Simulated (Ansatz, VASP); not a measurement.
# LiAlO: VASP beside Ansatz

INCAR

```
  PREC = Accurate
  ENCUT = 910
  EDIFF = 1E-7
  ISMEAR = 0
  SIGMA = 0.1
  LREAL = False
  LASPH = True
  NELM = 120
  ALGO = Normal
  ISIF = 3
  LWAVE = False
  LCHARG = False
  GGA = PE
  IBRION = 2
  NSW = 90
  EDIFFG = -0.04
  GGA_COMPAT = False
  NELMIN = 4
```

Contents of KPOINTS:

```
regular mesh
0
Gamma
  4 4 4
```

File POSCAR:

```
LiAlO
1.0
    3.8706203200      0.0000000000      0.0000000000
    0.0000000000      3.8706203200      0.0000000000
    0.0000000000      0.0000000000      4.6209684800
Li Al O
2 2 2
Direct
    0.0000000000      0.0000000000      0.0000000000
    0.5000000000      0.5000000000      0.0000000000
    0.5000000000      0.0000000000      0.7353112500
    0.0000000000      0.5000000000      0.2646887500
    0.5000000000      0.0000000000      0.3594277600
    0.0000000000      0.5000000000      0.6405722400
```

Input for Ansatz:

```yaml
crystal:
  lattice:
    - [3.87062032, 0.0, 0.0]
    - [0.0, 3.87062032, 0.0]
    - [0.0, 0.0, 4.62096848]
  atoms:
    - { symbol: Li, position: [0.0, 0.0, 0.0] }
    - { symbol: Li, position: [0.5, 0.5, 0.0] }
    - { symbol: Al, position: [0.5, 0.0, 0.73531125] }
    - { symbol: Al, position: [0.0, 0.5, 0.26468875] }
    - { symbol: O, position: [0.5, 0.0, 0.35942776] }
    - { symbol: O, position: [0.0, 0.5, 0.64057224] }
basis:
  ecutwfc: 420
kpoints:
  mp_grid: { grid: [4, 4, 4] }
hamiltonian:
  xc: pbe
scf:
  occupations: { method: gaussian, width: 0.1 }
  lower_state_search: "off"
output:
  forces: true
  stress: true
  eigenvalues: true
relax:
  adjacent_minimum: "off"
  f_tol: 0.04
  max_steps: 70
  cell: { stress_tol: 0.4 }
```

Alike in both runs: task relaxation of cell and atoms; functional PBE; k mesh 4 × 4 × 4; occupations gaussian, width 0.1 eV; no spin polarisation.

|  | VASP | Ansatz |
| --- | --- | --- |
| version | VASP 6.6.1 | Ansatz 0.2.0 |
| potentials or method | VASP PAW PBE potentials, release 64 (Li_sv, Al, O_h), cutoff 910 eV | scalar-relativistic, plane waves, PAW |
| valence electrons in the cell | 24 | 24 |

VASP gave:

```
gap on the k mesh at the Fermi level, each at its own relaxed structure (eV) : 2.12
relaxed volume (Å³/atom)                                                     : 11.10
relaxed cell length with the largest relative difference (Å)                 : 6.146
```

Problem. What did Ansatz give for the same quantities?

Solution. gap on the k mesh at the Fermi level, each at its own relaxed structure (eV): 1.98; relaxed volume (Å³/atom): 11.21; relaxed cell length with the largest relative difference (Å): 6.922.

One of these differences is far larger than is usual between the two programs; its cause wasn't traced.

Noted on VASP's run: the cutoff is short for stress, so the pressure is rough.
